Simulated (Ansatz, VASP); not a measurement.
## Ti in VASP and in Ansatz

```
Ti
1.0
     1.46997   -2.54607    0.00000
     1.46997    2.54607    0.00000
     0.00000    0.00000    4.64787
Ti
2
Direct
  0.66667 0.33333 0.25000
  0.33333 0.66667 0.75000
```

Alike in both runs: task single point; functional PBE; k mesh 13 × 13 × 7; occupations fermi-dirac, width 0.05 eV; no spin polarisation.

|  | VASP | Ansatz |
| --- | --- | --- |
| version | VASP 6.6.1 | Ansatz 0.2.0 |
| potentials or method | VASP PAW PBE potentials, release 64 (Ti_sv) | PAW with Ansatz's default frozen-core files, scalar-relativistic |
| plane-wave cutoff (eV) | 520 | 420 |
| valence electrons in the cell | 24 | 24 |

|  | VASP | Ansatz | Ansatz less VASP |
| --- | --- | --- | --- |
| pressure (GPa) | -0.2 | 0.0 | +0.24 |
| traceless stress, the component that is largest in VASP (GPa) | 0.12 | 0.12 | +0.004 |
